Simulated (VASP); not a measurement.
# HfZn (P4mm) in VASP: notebook

HfZn is run at these levels: LDA; tasks: single point.

Everything below comes from runs of VASP 6.6.1. Logs are shortened: lines on timing, memory, paths and dates and some standing lists are left out, and cuts for length are marked.

## (1) The cell of the first run

It takes space group P4mm (No. 99, tetragonal). The conventional cell has a = 3.275 Å, b = 3.275 Å, c = 3.275 Å, α = 90.00°, β = 90.00°, γ = 90.00°. Within 3.6 Å of Hf (site symmetry 4mm) lie 8 Zn at 2.73 to 2.96 Å and 6 Hf at 3.28 Å. Zn (site symmetry 4mm) has 8 Hf at 2.73 to 2.96 Å and 6 Zn at 3.28 Å within 3.6 Å.

## (2) Single point, LDA

INCAR reads:

```
PREC = Accurate
ENCUT = 520
EDIFF = 1E-7
ISMEAR = 0
SIGMA = 0.15
LREAL = F
LASPH = T
NELM = 60
ALGO = Fast
ISIF = 2
LWAVE = F
LCHARG = T
LELF = T
LVHAR = T
NBANDS = 18
```

KPOINTS reads:

```
Automatic mesh
0
Gamma
  14 14 14
```

POSCAR reads:

```
HfZn
1.0
    3.2751048400      0.0000000000      0.0000000000
    0.0000000000      3.2751048400      0.0000000000
    0.0000000000      0.0000000000      3.2751048400
Hf Zn
1 1
Direct
    0.5610667474      0.5000000000      0.5000000000
    0.0000000000      0.0000000000      0.0000000000
```

Potentials or basis: VASP PAW LDA potentials, release 64 (Hf_pv, Zn).

Command:

```bash
$ cat potpaw_LDA.64/Hf_pv/POTCAR potpaw_LDA.64/Zn/POTCAR > POTCAR
$ mpirun -np 1 vasp_std > vasp.out
```

OUTCAR:

```text
PREC = Accurate
   ENCUT = 520
   EDIFF = 1E-7
   ISMEAR = 0
   LREAL = F
   LASPH = T
   NELM = 60
   ISIF = 2

 ion  position               nearest neighbor table
   1  0.561  0.500  0.500-   2 2.73   2 2.73   2 2.73   2 2.73   2 2.96   2 2.96   2 2.96   2 2.96

   2  0.000  0.000  0.000-   1 2.73   1 2.73   1 2.73   1 2.73   1 2.96   1 2.96   1 2.96   1 2.96

  LATTYP: Found a simple cubic cell.
 ALAT       =     3.2751048400

  Lattice vectors:

 A1 = (   3.2751048400,   0.0000000000,   0.0000000000)
 A2 = (   0.0000000000,   3.2751048400,   0.0000000000)
 A3 = (   0.0000000000,   0.0000000000,   3.2751048400)

Analysis of symmetry for initial positions (statically):
=====================================================================
 Subroutine PRICEL returns:
 Original cell was already a primitive cell.

 Routine SETGRP: Setting up the symmetry group for a
 simple cubic supercell.

 Subroutine GETGRP returns: Found  8 space group operations
 (whereof  8 operations were pure point group operations)
 out of a pool of 48 trial point group operations.

The static configuration has the point symmetry C_4v.

Analysis of symmetry for dynamics (positions and initial velocities):
=====================================================================
 Subroutine PRICEL returns:
 Original cell was already a primitive cell.

 Routine SETGRP: Setting up the symmetry group for a
 simple cubic supercell.

 Subroutine GETGRP returns: Found  8 space group operations
 (whereof  8 operations were pure point group operations)
 out of a pool of 48 trial point group operations.

The dynamic configuration has the point symmetry C_4v.

 Subroutine INISYM returns: Found  8 space group operations
 (whereof  8 operations are pure point group operations),
 and found     1 'primitive' translations

----------------------------------------------------------------------------------------

                                     Primitive cell

  volume of cell :      35.1298

  direct lattice vectors                    reciprocal lattice vectors
     3.275104840  0.000000000  0.000000000     0.305333737  0.000000000  0.000000000
     0.000000000  3.275104840  0.000000000     0.000000000  0.305333737  0.000000000
     0.000000000  0.000000000  3.275104840     0.000000000  0.000000000  0.305333737

  length of vectors
     3.275104840  3.275104840  3.275104840     0.305333737  0.305333737  0.305333737

  position of ions in fractional coordinates (direct lattice)
     0.561066747  0.500000000  0.500000000
     0.000000000  0.000000000  0.000000000

  ion indices of the primitive-cell ions
   primitive index   ion index
                 1           1
                 2           2

----------------------------------------------------------------------------------------

 KPOINTS: Automatic mesh

Automatic generation of k-mesh.
 Grid dimensions read from file:
 generate k-points for:   14   14   14

 Generating k-lattice:

  Cartesian coordinates                     Fractional coordinates (reciprocal lattice)
     0.021809553  0.000000000  0.000000000     0.071428571  0.000000000  0.000000000
     0.000000000  0.021809553  0.000000000     0.000000000  0.071428571  0.000000000
     0.000000000  0.000000000  0.021809553     0.000000000  0.000000000  0.071428571

  Length of vectors
     0.021809553  0.021809553  0.021809553

  Shift w.r.t. Gamma in fractional coordinates (k-lattice)
     0.000000000  0.000000000  0.000000000

 Subroutine IBZKPT returns following result:
 ===========================================

 Found    288 irreducible k-points:

 Following reciprocal coordinates:
            Coordinates               Weight
  0.000000  0.000000  0.000000      1.000000
  0.071429  0.000000  0.000000      2.000000
  0.000000  0.071429  0.000000      4.000000
  0.142857  0.000000  0.000000      2.000000
  0.000000  0.142857  0.000000      4.000000
  0.214286  0.000000  0.000000      2.000000
[... 16 lines left out ...]
  0.071429  0.000000  0.214286      8.000000
  0.285714  0.071429  0.000000      8.000000
 [... further k-points ...]
   k-points           NKPTS =    288   k-points in BZ     NKDIM =    288   number of bands    NBANDS=     18
   number of dos      NEDOS =    301   number of ions     NIONS =      2
   total plane-waves  NPLWV =  13824
   dimension x,y,z NGX =    24 NGY =   24 NGZ =   24
   dimension x,y,z NGXF=    48 NGYF=   48 NGZF=   48
   ions per type =               1   1
   NGX,Y,Z   is equivalent  to a cutoff of  12.18, 12.18, 12.18 a.u.
   NGXF,Y,Z  is equivalent  to a cutoff of  24.37, 24.37, 24.37 a.u.
 SYSTEM =  unknown system
   PREC   = accura    normal or accurate (medium, high low for compatibility)
   ISTART =      0    job   : 0-new  1-cont  2-samecut
   ICHARG =      2    charge: 1-file 2-atom 10-const
   ISPIN  =      1    spin polarized calculation?
   LNONCOLLINEAR =      F non collinear calculations
   LSORBIT =      F    spin-orbit coupling
   LASPH  =      T    aspherical Exc in radial PAW
   ENCUT  =  520.0 eV  38.22 Ry    6.18 a.u.   6.09  6.09  6.09*2*pi/ulx,y,z
   NELM   =     60;   NELMIN=  2; NELMDL= -5     # of ELM steps
   EDIFF  = 0.1E-06   stopping-criterion for ELM
   LREAL  =      F    real-space projection
   EDIFFG = 0.1E-05   stopping-criterion for IOM
   NSW    =      0    number of steps for IOM
   IBRION =     -1    ionic relax: 0-MD 1-quasi-New 2-CG
   NFREE  =      0    steps in history (QN), initial steepest desc. (CG)
   ISIF   =      2    stress and relaxation
   ISYM   =      2    0-nonsym 1-usesym 2-fastsym
   POTIM  = 0.5000    time-step for ionic-motion
   TEBEG  =    0.0;   TEEND  =   0.0 temperature during run
   PSTRESS=    0.0 pullay stress
   NELECT =      22.0000    total number of electrons
   NUPDOWN=      -1.0000    fix difference up-down
   EMIN   =  10.00;   EMAX   =-10.00  energy-range for DOS
   EFERMI =   0.00;   METHOD = LEGACY
   ISMEAR =     0;   SIGMA  =   0.15  broadening in eV -4-tet -1-fermi 0-gaus
   EFERMI_NEDOS =   21; number of points for ismear=-14 and -15
   IALGO  =     68    algorithm
   IMIX   =      4    mixing-type and parameters
     AMIX     =   0.40;   BMIX     =  1.00
     AMIX_MAG =   1.60;   BMIX_MAG =  1.00
  volume/ion in A,a.u.               =      17.56       118.53
  Fermi-wavevector in a.u.,A,eV,Ry     =   1.400631  2.646810 26.691477  1.961768
  Thomas-Fermi vector in A             =   2.523573
   LORBIT       =      0    0 simple, 1 ext, 2 COOP (PROOUT), +10 PAW based schemes
   GGA     = CA    functional components
   LHFCALC =     F    Hartree Fock is set to
   AEXX    =    0.0000 exact exchange contribution
   IVDW    =     0    specifies the selected vdW correction
   LEPSILON=     F    determine dielectric tensor
   LRPA    =     F    only Hartree local field effects (RPA)
 non-spin polarized calculation
 RMM-DIIS sequential band-by-band and
 Gauss-broadening in eV      SIGMA  =   0.15
  energy-cutoff  :      520.00
  volume of cell :       35.13
 maximum number of plane-waves:       968
   NGX = 13   NGY = 13   NGZ = 13

 number of electron      21.9999990 magnetization

 Free energy of the ion-electron system (eV)
  ---------------------------------------------------
  ext. energy  EPLUGINS =         0.00000000
  ---------------------------------------------------
  free energy    TOTEN  =       -12.92339485 eV

  energy without entropy =      -12.91823448  energy(sigma->0) =      -12.92081466

 E-fermi :   4.3207     XC(G=0): -11.9780

 val. band max:        4.3076067520   @ k =   0.5000   0.2143   0.0714
 cond. band min:       4.3303903939   @ k =   0.5000   0.2143   0.0000
 fundamental gap:      0.0227836419
 Fermi energy:         4.3207243249

 k-point     1 :       0.0000    0.0000    0.0000
  band No.  band energies     occupation
      1     -26.1032      2.00000
      2     -26.0986      2.00000
      3     -26.0986      2.00000
      4      -4.6199      2.00000
      5      -3.3553      2.00000
      6      -3.3227      2.00000
[... 10 lines left out ...]
     17      10.0852      0.00000
     18      14.7013      0.00000

 k-point     2 :       0.0714    0.0000    0.0000
  band No.  band energies     occupation
      1     -26.1204      2.00000
      2     -26.0972      2.00000
      3     -26.0972      2.00000
      4      -4.5256      2.00000
      5      -3.3478      2.00000
      6      -3.3057      2.00000
[... 10 lines left out ...]
     17      10.4060      0.00000
     18      15.1366      0.00000

 k-point     3 :       0.0000    0.0714    0.0000
  band No.  band energies     occupation
      1     -26.1160      2.00000
      2     -26.1017      2.00000
      3     -26.0972      2.00000
      4      -4.5244      2.00000
      5      -3.3406      2.00000
      6      -3.3134      2.00000
[... 10 lines left out ...]
     17      10.6107      0.00000
     18      15.0789      0.00000

 k-point     4 :       0.1429    0.0000    0.0000
  band No.  band energies     occupation
      1     -26.1683      2.00000
      2     -26.0933      2.00000
      3     -26.0933      2.00000
      4      -4.2489      2.00000
      5      -3.3267      2.00000
      6      -3.2570      2.00000
[... 10 lines left out ...]
     17      11.3276      0.00000
     18      15.9021      0.00000

 k-point     5 :       0.0000    0.1429    0.0000
  band No.  band energies     occupation
      1     -26.1643      2.00000
      2     -26.0977      2.00000
      3     -26.0933      2.00000
      4      -4.2436      2.00000
      5      -3.3110      2.00000
      6      -3.2750      2.00000
[... 10 lines left out ...]
     17      11.4943      0.00000
     18      15.7330      0.00000

 k-point     6 :       0.2143    0.0000    0.0000
  band No.  band energies     occupation
      1     -26.2368      2.00000
      2     -26.0876      2.00000
      3     -26.0876      2.00000
      4      -3.8114      2.00000
      5      -3.2960      2.00000
      6      -3.1777      2.00000
[... 10 lines left out ...]
     17      12.3482      0.00000
     18      15.7801      0.00000

 k-point     7 :       0.0000    0.2143    0.0000
  band No.  band energies     occupation
      1     -26.2333      2.00000
      2     -26.0919      2.00000
      3     -26.0876      2.00000
      4      -3.7976      2.00000
      5      -3.2818      2.00000
      6      -3.1984      2.00000
[... 10 lines left out ...]
     17      12.4624      0.00000
     18      15.6620      0.00000

 k-point     8 :       0.2857    0.0000    0.0000
  band No.  band energies     occupation
      1     -26.3117      2.00000
      2     -26.0813      2.00000
      3     -26.0813      2.00000
      4      -3.3232      2.00000
      5      -3.2617      2.00000
      6      -2.9992      2.00000
[... 10 lines left out ...]
     17      13.4102      0.00000
     18      14.8700      0.00000
[... 229 lines left out ...]
     17      11.8233      0.00000
     18      16.0497      0.00000

 k-point    20 :       0.0714    0.0000    0.1429
  band No.  band energies     occupation
      1     -26.1628      2.00000
      2     -26.1146      2.00000
      3     -26.0918      2.00000
      4      -4.1559      2.00000
      5      -3.3020      2.00000
      6      -3.2617      2.00000
[... 10 lines left out ...]
     17      11.6724      0.00000
     18      16.2136      0.00000

 k-point    21 :       0.2143    0.0714    0.0000
  band No.  band energies     occupation
      1     -26.2350      2.00000
      2     -26.1045      2.00000
      3     -26.0862      2.00000
      4      -3.7363      2.00000
      5      -3.2839      2.00000
      6      -3.1719      2.00000
[... 10 lines left out ...]
     17      12.5969      0.00000
     18      15.8878      0.00000

 k-point    22 :       0.0000    0.2143    0.0714
  band No.  band energies     occupation
      1     -26.2316      2.00000
      2     -26.1045      2.00000
      3     -26.0904      2.00000
      4      -3.7237      2.00000
      5      -3.2687      2.00000
      6      -3.1912      2.00000
[... 10 lines left out ...]
     17      12.7321      0.00000
     18      15.7208      0.00000

 k-point    23 :       0.0714    0.0000    0.2143
  band No.  band energies     occupation
      1     -26.2316      2.00000
      2     -26.1087      2.00000
      3     -26.0861      2.00000
      4      -3.7240      2.00000
      5      -3.2713      2.00000
      6      -3.1892      2.00000
[... 10 lines left out ...]
     17      12.6639      0.00000
     18      15.7879      0.00000

 k-point    24 :       0.2857    0.0714    0.0000
  band No.  band energies     occupation
      1     -26.3097      2.00000
      2     -26.0979      2.00000
      3     -26.0798      2.00000
      4      -3.3002      2.00000
      5      -3.2491      2.00000
      6      -3.0637      2.00000
[... 10 lines left out ...]
     17      13.6121      0.00000
     18      15.0375      0.00000

 [... further k-points ...]
[... 5 lines left out ...]
  --------------------------------------------------------------------------------------
  -------------------------------------------------------------------------------------
  Total       -1.1729469     -0.9401453     -0.9401453      0.0000000      0.0000000     -0.0000000
  in kB      -53.4950162    -42.8775462    -42.8775462      0.0000000      0.0000000     -0.0000000
  external PRESSURE =     -46.4167029 kB  Pullay stress =       0.0000000 kB

 VOLUME and BASIS-vectors are now :
 -----------------------------------------------------------------------------
  energy-cutoff  :      520.00
  volume of cell :       35.13
      direct lattice vectors                 reciprocal lattice vectors
     3.275104840  0.000000000  0.000000000     0.305333737  0.000000000  0.000000000
     0.000000000  3.275104840  0.000000000     0.000000000  0.305333737  0.000000000
     0.000000000  0.000000000  3.275104840     0.000000000  0.000000000  0.305333737

 POSITION                                       TOTAL-FORCE (eV/Angst)
 -----------------------------------------------------------------------------------
      1.83755      1.63755      1.63755        -0.863918     -0.000000      0.000000
      0.00000      0.00000      0.00000         0.863918      0.000000     -0.000000
 -----------------------------------------------------------------------------------
    total drift:                                0.000053      0.000000     -0.000000

  FREE ENERGIE OF THE ION-ELECTRON SYSTEM (eV)
  ---------------------------------------------------
  free  energy   TOTEN  =       -12.9233948484 eV

  energy  without entropy=      -12.9182344770  energy(sigma->0) =      -12.92081466
```

Run time: 3 min. Hardware: 1 thread of Intel Xeon 8259CL, shared host; peak memory 0.29 GiB.

Results:

```yaml
Free_energy: -12.9234 eV
Pressure: -4.6 GPa
Largest_force: 0.864 eV/Å
Band_gap_on_the_k_mesh: zero (bands 11 and 12 overlap by 0.75 eV)
```

Forces on the atoms (eV/Å):
```
Hf  -0.864  0.000  0.000
Zn   0.864  0.000  0.000
```

Caveat: the cell differs from its parent crystal (all Hf atoms moved -0.200 Å, as atom 1 towards its neighbour atom 1 (Hf) at 3.275 Å); the cell stands under tension; spin-orbit coupling is left out, which moves the levels of the heavy elements.

## (3) Single point, LDA

INCAR reads:

```
SYSTEM = HfZn
PREC = Accurate
ENCUT = 520
EDIFF = 1E-6
ISMEAR = 0
SIGMA = 0.15
LREAL = .False.
LASPH = .True.
NELM = 60
ALGO = Fast
ISIF = 2
LWAVE = .False.
LCHARG = .True.
LELF = .True.
LVHAR = .True.
NBANDS = 18
```

KPOINTS reads:

```
regular mesh
0
Gamma
  14 14 14
  0 0 0
```

POSCAR: that of step 2 with these lines changed.

```diff
@@ -8,3 +8,3 @@
 Direct
-    0.5610667474      0.5000000000      0.5000000000
+    0.4541999394      0.5000000000      0.5000000000
     0.0000000000      0.0000000000      0.0000000000
```

Potentials or basis: VASP PAW LDA potentials, release 64 (Hf_pv, Zn).

Command:

```bash
$ cat potpaw_LDA.64/Hf_pv/POTCAR potpaw_LDA.64/Zn/POTCAR > POTCAR
$ mpirun -np 1 vasp_std > vasp.out
```

Wall time 2.7 min (1 thread of Intel Xeon 8259CL, shared host); peak memory 0.29 GiB.

The run converged. Its results:

- Free energy: -12.9609 eV
- Pressure: -5.2 GPa
- Largest force: 0.638 eV/Å
- Band gap on the k mesh: zero (bands 11 and 12 overlap by 0.72 eV)

Forces in eV/Å, atoms in the order of the input:
```
Hf   0.638  0.000  0.000
Zn  -0.638  0.000  0.000
```

Stress tensor (GPa, compression positive):
```
-5.62  0.00  0.00
 0.00 -5.05  0.00
 0.00  0.00 -5.05
```

Levels at points of the mesh, in eV from the Fermi level:
```tsv
k point	band 9	band 10	band 11	band 12	band 13	band 14
(0.00, 0.00, 0.00)	-7.26	-0.90	-0.83	4.11	4.11	4.16
(0.50, 0.00, 0.00)	-5.18	-4.50	-0.51	0.88	0.88	4.24
(0.00, 0.50, 0.00)	-5.08	-4.59	-0.51	0.86	0.94	4.26
(0.50, 0.50, 0.00)	-4.56	-1.03	-0.59	-0.33	2.44	2.50
(0.00, 0.50, 0.50)	-4.62	-0.81	-0.58	-0.58	2.47	2.47
(0.50, 0.50, 0.50)	-2.93	-2.87	-2.87	0.47	5.63	5.63
```

Caveat: the cell differs from its parent crystal (all Hf atoms moved +0.150 Å, as atom 1 towards its neighbour atom 1 (Hf) at 3.275 Å); the cell stands under tension; spin-orbit coupling is left out, which moves the levels of the heavy elements.
